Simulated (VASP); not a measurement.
# CaO (P4/mmm) in VASP: a series of runs

Aim: see how the results for CaO move with the level of theory and the settings. Levels: PBE, r2SCAN. Tasks: single point.

Everything below comes from runs of VASP 6.6.1. Logs are shortened: lines on timing, memory, paths and dates and some standing lists are left out, and cuts for length are marked.

### Step 1. The cell of the first run

The structure is tetragonal, space group P4/mmm (No. 123). The conventional cell has a = 2.760 Å, b = 2.760 Å, c = 2.903 Å, α = 90.00°, β = 90.00°, γ = 90.00°. Ca (site symmetry 4/mmm) has 8 O at 2.43 Å and 6 Ca at 2.76 to 2.90 Å within 3.2 Å. O (site symmetry 4/mmm) has 8 Ca at 2.43 Å and 6 O at 2.76 to 2.90 Å within 3.2 Å.

### Step 2. Single point, PBE (biaxial xy strain -4.9%)

File INCAR:

```
PREC = Accurate
ENCUT = 520
EDIFF = 1E-6
ISMEAR = -1
SIGMA = 0.02
LREAL = False
LASPH = True
NELM = 60
ALGO = Normal
ISIF = 2
LWAVE = False
LCHARG = True
GGA = PE
LELF = True
LVHAR = True
NBANDS = 15
```

File KPOINTS:

```
regular mesh
0
Gamma
  8 8 8
```

File POSCAR:

```
CaO
1.0
    2.7597904419      0.0000000000      0.0000000000
    0.0000000000      2.7597904419      0.0000000000
    0.0000000000      0.0000000000      2.9032089648
Ca O
1 1
Direct
    0.0000000000      0.0000000000      0.0000000000
    0.5000000000      0.5000000000      0.5000000000
```

Potentials or basis: VASP PAW PBE potentials, release 64 (Ca_sv, O).

The run is started by

```bash
cat potpaw_PBE.64/Ca_sv/POTCAR potpaw_PBE.64/O/POTCAR > POTCAR
mpirun -np 1 vasp_std > vasp.out
```

OUTCAR:

```text
PREC = Accurate
   ENCUT = 520
   EDIFF = 1E-6
   ISMEAR = -1
   LREAL = False
   LASPH = True
   NELM = 60
   ISIF = 2
   GGA = PE

 ion  position               nearest neighbor table
   1  0.000  0.000  0.000-   2 2.43   2 2.43   2 2.43   2 2.43   2 2.43   2 2.43   2 2.43   2 2.43

   2  0.500  0.500  0.500-   1 2.43   1 2.43   1 2.43   1 2.43   1 2.43   1 2.43   1 2.43   1 2.43

  LATTYP: Found a simple tetragonal cell.
 ALAT       =     2.7597904419
 C/A-ratio  =     1.0519671786

  Lattice vectors:

 A1 = (   2.7597904419,   0.0000000000,   0.0000000000)
 A2 = (   0.0000000000,   2.7597904419,   0.0000000000)
 A3 = (   0.0000000000,   0.0000000000,   2.9032089648)

Analysis of symmetry for initial positions (statically):
=====================================================================
 Subroutine PRICEL returns:
 Original cell was already a primitive cell.

 Routine SETGRP: Setting up the symmetry group for a
 simple tetragonal supercell.

 Subroutine GETGRP returns: Found 16 space group operations
 (whereof 16 operations were pure point group operations)
 out of a pool of 16 trial point group operations.

The static configuration has the point symmetry D_4h.

Analysis of symmetry for dynamics (positions and initial velocities):
=====================================================================
 Subroutine PRICEL returns:
 Original cell was already a primitive cell.

 Routine SETGRP: Setting up the symmetry group for a
 simple tetragonal supercell.

 Subroutine GETGRP returns: Found 16 space group operations
 (whereof 16 operations were pure point group operations)
 out of a pool of 16 trial point group operations.

The dynamic configuration has the point symmetry D_4h.

 Subroutine INISYM returns: Found 16 space group operations
 (whereof 16 operations are pure point group operations),
 and found     1 'primitive' translations

----------------------------------------------------------------------------------------

                                     Primitive cell

  volume of cell :      22.1121

  direct lattice vectors                    reciprocal lattice vectors
     2.759790442  0.000000000  0.000000000     0.362346352  0.000000000  0.000000000
     0.000000000  2.759790442  0.000000000     0.000000000  0.362346352  0.000000000
     0.000000000  0.000000000  2.903208965     0.000000000  0.000000000  0.344446443

  length of vectors
     2.759790442  2.759790442  2.903208965     0.362346352  0.362346352  0.344446443

  position of ions in fractional coordinates (direct lattice)
     0.000000000  0.000000000  0.000000000
     0.500000000  0.500000000  0.500000000

  ion indices of the primitive-cell ions
   primitive index   ion index
                 1           1
                 2           2

----------------------------------------------------------------------------------------

 KPOINTS: regular mesh

Automatic generation of k-mesh.
 Grid dimensions read from file:
 generate k-points for:    8    8    8

 Generating k-lattice:

  Cartesian coordinates                     Fractional coordinates (reciprocal lattice)
     0.045293294  0.000000000  0.000000000     0.125000000  0.000000000  0.000000000
     0.000000000  0.045293294  0.000000000     0.000000000  0.125000000  0.000000000
     0.000000000  0.000000000  0.043055805     0.000000000  0.000000000  0.125000000

  Length of vectors
     0.045293294  0.045293294  0.043055805

  Shift w.r.t. Gamma in fractional coordinates (k-lattice)
     0.000000000  0.000000000  0.000000000

 Subroutine IBZKPT returns following result:
 ===========================================

 Found     75 irreducible k-points:

 Following reciprocal coordinates:
            Coordinates               Weight
  0.000000  0.000000  0.000000      1.000000
  0.125000  0.000000  0.000000      4.000000
  0.250000  0.000000  0.000000      4.000000
  0.375000  0.000000  0.000000      4.000000
  0.500000  0.000000  0.000000      2.000000
  0.125000  0.125000  0.000000      4.000000
[... 16 lines left out ...]
  0.375000  0.125000  0.125000     16.000000
  0.500000  0.125000  0.125000      8.000000
 [... further k-points ...]
   k-points           NKPTS =     75   k-points in BZ     NKDIM =     75   number of bands    NBANDS=     15
   number of dos      NEDOS =    301   number of ions     NIONS =      2
   total plane-waves  NPLWV =  13824
   dimension x,y,z NGX =    24 NGY =   24 NGZ =   24
   dimension x,y,z NGXF=    48 NGYF=   48 NGZF=   48
   ions per type =               1   1
   NGX,Y,Z   is equivalent  to a cutoff of  14.46, 14.46, 13.74 a.u.
   NGXF,Y,Z  is equivalent  to a cutoff of  28.91, 28.91, 27.49 a.u.
 SYSTEM =  unknown system
   PREC   = accura    normal or accurate (medium, high low for compatibility)
   ISTART =      0    job   : 0-new  1-cont  2-samecut
   ICHARG =      2    charge: 1-file 2-atom 10-const
   ISPIN  =      1    spin polarized calculation?
   LNONCOLLINEAR =      F non collinear calculations
   LSORBIT =      F    spin-orbit coupling
   LASPH  =      T    aspherical Exc in radial PAW
   ENCUT  =  520.0 eV  38.22 Ry    6.18 a.u.   5.13  5.13  5.40*2*pi/ulx,y,z
   NELM   =     60;   NELMIN=  2; NELMDL= -5     # of ELM steps
   EDIFF  = 0.1E-05   stopping-criterion for ELM
   LREAL  =      F    real-space projection
   EDIFFG = 0.1E-04   stopping-criterion for IOM
   NSW    =      0    number of steps for IOM
   IBRION =     -1    ionic relax: 0-MD 1-quasi-New 2-CG
   NFREE  =      0    steps in history (QN), initial steepest desc. (CG)
   ISIF   =      2    stress and relaxation
   ISYM   =      2    0-nonsym 1-usesym 2-fastsym
   POTIM  = 0.5000    time-step for ionic-motion
   TEBEG  =    0.0;   TEEND  =   0.0 temperature during run
   PSTRESS=    0.0 pullay stress
   NELECT =      16.0000    total number of electrons
   NUPDOWN=      -1.0000    fix difference up-down
   EMIN   =  10.00;   EMAX   =-10.00  energy-range for DOS
   EFERMI =   0.00;   METHOD = LEGACY
   ISMEAR =    -1;   SIGMA  =   0.02  broadening in eV -4-tet -1-fermi 0-gaus
   EFERMI_NEDOS =   21; number of points for ismear=-14 and -15
   IALGO  =     38    algorithm
   IMIX   =      4    mixing-type and parameters
     AMIX     =   0.40;   BMIX     =  1.00
     AMIX_MAG =   1.60;   BMIX_MAG =  1.00
  volume/ion in A,a.u.               =      11.06        74.61
  Fermi-wavevector in a.u.,A,eV,Ry     =   1.469731  2.777390 29.390088  2.160111
  Thomas-Fermi vector in A             =   2.585073
   LORBIT       =      0    0 simple, 1 ext, 2 COOP (PROOUT), +10 PAW based schemes
   GGA     = PE    functional components
   LHFCALC =     F    Hartree Fock is set to
   AEXX    =    0.0000 exact exchange contribution
   IVDW    =     0    specifies the selected vdW correction
   LEPSILON=     F    determine dielectric tensor
   LRPA    =     F    only Hartree local field effects (RPA)
 non-spin polarized calculation
  energy-cutoff  :      520.00
  volume of cell :       22.11
 maximum number of plane-waves:       608
 NGX is ok and might be reduce to    24
   NGX = 11   NGY = 11   NGZ = 11

 number of electron      16.0000000 magnetization

 Free energy of the ion-electron system (eV)
  ---------------------------------------------------
  ext. energy  EPLUGINS =         0.00000000
  ---------------------------------------------------
  free energy    TOTEN  =       -11.58902048 eV

  energy without entropy =      -11.58902048  energy(sigma->0) =      -11.58902048

 E-fermi :   5.6166     XC(G=0): -11.8047

 val. band max:        5.0971240144   @ k =   0.5000   0.0000   0.5000
 cond. band min:       7.5849628653   @ k =   0.0000   0.0000   0.0000
 fundamental gap:      2.4878388509
 Fermi energy:         5.6165939583

 k-point     1 :       0.0000    0.0000    0.0000
  band No.  band energies     occupation
      1     -34.1826      2.00000
      2     -14.5359      2.00000
      3     -14.3717      2.00000
      4     -14.3717      2.00000
      5     -11.8292      2.00000
      6       4.3434      2.00000
      7       4.8260      2.00000
      8       4.8260      2.00000
      9       7.5850      0.00000
     10       7.6036      0.00000
     11      11.4370      0.00000
     12      13.8742      0.00000
     13      13.8742      0.00000
     14      14.1754      0.00000
     15      25.3172      0.00000

 k-point     2 :       0.1250    0.0000    0.0000
  band No.  band energies     occupation
      1     -34.1417      2.00000
      2     -14.8070      2.00000
      3     -14.5048      2.00000
      4     -14.3443      2.00000
      5     -11.5029      2.00000
      6       3.9781      2.00000
      7       4.2376      2.00000
      8       4.7530      2.00000
      9       7.7455      0.00000
     10       8.4406      0.00000
     11      12.1008      0.00000
     12      13.7916      0.00000
     13      13.9300      0.00000
     14      14.0395      0.00000
     15      24.2334      0.00000

 k-point     3 :       0.2500    0.0000    0.0000
  band No.  band energies     occupation
      1     -34.0412      2.00000
      2     -15.6345      2.00000
      3     -14.4288      2.00000
      4     -14.2773      2.00000
      5     -10.9027      2.00000
      6       2.4920      2.00000
      7       3.9745      2.00000
      8       4.5671      2.00000
      9       8.1525      0.00000
     10      10.2847      0.00000
     11      13.5283      0.00000
     12      13.6513      0.00000
     13      13.7736      0.00000
     14      14.0680      0.00000
     15      22.2016      0.00000

 k-point     4 :       0.3750    0.0000    0.0000
  band No.  band energies     occupation
      1     -33.9379      2.00000
      2     -16.3156      2.00000
      3     -14.3512      2.00000
      4     -14.2092      2.00000
      5     -10.3964      2.00000
      6       1.2932      2.00000
      7       3.7023      2.00000
      8       4.3682      2.00000
      9       8.6202      0.00000
     10      12.1988      0.00000
     11      13.5827      0.00000
     12      13.5844      0.00000
     13      14.2111      0.00000
     14      15.1771      0.00000
     15      20.5205      0.00000
[... 307 lines left out ...]
 k-point    22 :       0.2500    0.1250    0.1250
  band No.  band energies     occupation
      1     -33.9783      2.00000
      2     -15.5314      2.00000
      3     -14.6498      2.00000
      4     -14.5233      2.00000
      5     -10.7508      2.00000
      6       2.6701      2.00000
      7       3.6131      2.00000
      8       4.1069      2.00000
      9       9.0889      0.00000
     10      10.5677      0.00000
     11      12.4249      0.00000
     12      13.4234      0.00000
     13      13.6444      0.00000
     14      15.1333      0.00000
     15      23.1220      0.00000

 k-point    23 :       0.3750    0.1250    0.1250
  band No.  band energies     occupation
      1     -33.8778      2.00000
      2     -16.1454      2.00000
      3     -14.5330      2.00000
      4     -14.4413      2.00000
      5     -10.4791      2.00000
      6       1.6825      2.00000
      7       3.4185      2.00000
      8       4.2032      2.00000
      9       9.3384      0.00000
     10      12.0152      0.00000
     11      12.2704      0.00000
     12      13.3820      0.00000
     13      13.6634      0.00000
     14      16.4358      0.00000
     15      21.8294      0.00000

 k-point    24 :       0.5000    0.1250    0.1250
  band No.  band energies     occupation
      1     -33.8354      2.00000
      2     -16.3860      2.00000
      3     -14.4790      2.00000
      4     -14.4057      2.00000
      5     -10.3770      2.00000
      6       1.3076      2.00000
      7       3.3239      2.00000
      8       4.2422      2.00000
      9       9.4580      0.00000
     10      11.9399      0.00000
     11      12.7429      0.00000
     12      13.3828      0.00000
     13      13.7449      0.00000
     14      17.8126      0.00000
     15      20.4655      0.00000

 [... further k-points ...]
[... 5 lines left out ...]
  --------------------------------------------------------------------------------------
  -------------------------------------------------------------------------------------
  Total        3.7945244      3.7945244      0.7214711      0.0000000      0.0000000     -0.0000000
  in kB      274.9396827    274.9396827     52.2756002      0.0000000      0.0000000     -0.0000000
  external PRESSURE =     200.7183218 kB  Pullay stress =       0.0000000 kB

 VOLUME and BASIS-vectors are now :
 -----------------------------------------------------------------------------
  energy-cutoff  :      520.00
  volume of cell :       22.11
      direct lattice vectors                 reciprocal lattice vectors
     2.759790442  0.000000000  0.000000000     0.362346352  0.000000000  0.000000000
     0.000000000  2.759790442  0.000000000     0.000000000  0.362346352  0.000000000
     0.000000000  0.000000000  2.903208965     0.000000000  0.000000000  0.344446443

 POSITION                                       TOTAL-FORCE (eV/Angst)
 -----------------------------------------------------------------------------------
      0.00000      0.00000      0.00000         0.000000      0.000000      0.000000
      1.37990      1.37990      1.45160         0.000000      0.000000      0.000000
 -----------------------------------------------------------------------------------
    total drift:                                0.000000      0.000000     -0.000000

  FREE ENERGIE OF THE ION-ELECTRON SYSTEM (eV)
  ---------------------------------------------------
  free  energy   TOTEN  =       -11.5890204769 eV

  energy  without entropy=      -11.5890204769  energy(sigma->0) =      -11.58902048
```

Run time: 29 s. Hardware: 1 thread of AMD EPYC 7R43 (Zen 3), shared host; peak memory 0.1 GiB.

Results:

```yaml
Free_energy: -11.5890 eV
Pressure: 20.1 GPa
Band_gap_on_the_k_mesh: 2.49 eV, indirect (least direct gap 2.76 eV)
```

Stress tensor (GPa, compression positive):
```
27.49  0.00  0.00
 0.00 27.49  0.00
 0.00  0.00  5.23
```

Levels at points of the mesh, in eV from the valence-band top:
```tsv
k point	band 6	band 7	band 8	band 9	band 10	band 11
(0.00, 0.00, 0.00)	-0.75	-0.27	-0.27	2.49	2.51	6.34
(0.50, 0.00, 0.00)	-4.26	-1.51	-0.81	3.74	7.89	8.43
(0.50, 0.50, 0.00)	-2.35	-2.35	-0.43	4.24	4.34	6.35
(0.00, 0.00, 0.50)	-4.27	-0.92	-0.92	3.40	7.17	8.92
(0.50, 0.00, 0.50)	-2.45	-2.28	0.00	3.80	5.18	6.72
(0.50, 0.50, 0.50)	-4.11	-4.04	-4.04	8.10	8.60	8.60
```

Caveat: the cell differs from its parent crystal (biaxial xy strain -4.9%). A k mesh can miss the band edges.

### Step 3. Single point, PBE (uniaxial x strain -2.5%)

File INCAR:

```
SYSTEM = CaO
PREC     = Accurate       ! precision mode
ENCUT    = 520            ! plane-wave cutoff, eV
EDIFF    = 1E-6           ! SCF threshold, eV
ISMEAR   = -1             ! smearing method
SIGMA    = 0.02           ! smearing width, eV
LREAL    = .False.        ! projectors in reciprocal space
LASPH    = .True.         ! aspherical terms in the spheres
NELM     = 80             ! most SCF steps
ALGO     = Normal         ! electronic algorithm
ISIF     = 2              ! what is computed and relaxed
LWAVE    = .False.        ! write WAVECAR
LCHARG   = .False.        ! write CHGCAR
GGA      = PE             ! functional
NBANDS   = 15             ! bands
```

File KPOINTS:

```
regular mesh
0
Gamma
  8 8 8
  0 0 0
```

File POSCAR:

```
CaO
1.0
    2.8320803451      0.0000000000      0.0000000000
    0.0000000000      2.9032089648      0.0000000000
    0.0000000000      0.0000000000      2.9032089648
Ca O
1 1
Direct
    0.0000000000      0.0000000000      0.0000000000
    0.5000000000      0.5000000000      0.5000000000
```

Potentials or basis: VASP PAW PBE potentials, release 64 (Ca_sv, O).

The run is started by

```bash
cat potpaw_PBE.64/Ca_sv/POTCAR potpaw_PBE.64/O/POTCAR > POTCAR
mpirun -np 1 vasp_std > vasp.out
```

It took 24 s on 1 thread of AMD EPYC 7R43 (Zen 3), shared host; peak memory 0.11 GiB.

It converged, with:

```yaml
Free_energy: -11.7782 eV
Pressure: 7.6 GPa
Band_gap_on_the_k_mesh: 2.60 eV, indirect (least direct gap 2.88 eV)
```

Stress tensor (GPa, compression positive):
```
14.25  0.00  0.00
 0.00  4.28  0.00
 0.00  0.00  4.28
```

Levels at points of the mesh, in eV from the valence-band top:
```
           k point  band 6  band 7  band 8  band 9  band 10  band 11
(0.00, 0.00, 0.00)   -0.51   -0.51   -0.28    2.60     2.60     5.38
(0.50, 0.00, 0.00)   -4.00   -1.04   -1.04    3.75     7.39     8.01
(0.00, 0.50, 0.00)   -4.03   -1.09   -0.77    3.57     7.10     8.23
(0.50, 0.50, 0.00)   -2.31   -2.23   -0.20    3.88     4.56     6.32
(0.00, 0.50, 0.50)   -2.29   -2.29    0.00    3.66     4.93     6.71
(0.50, 0.50, 0.50)   -3.69   -3.69   -3.66    7.89     7.89     8.12
```

Caveat: the cell differs from its parent crystal (uniaxial x strain -2.5%). A k mesh can miss the band edges.

(Part 1 of 2 ends here.)
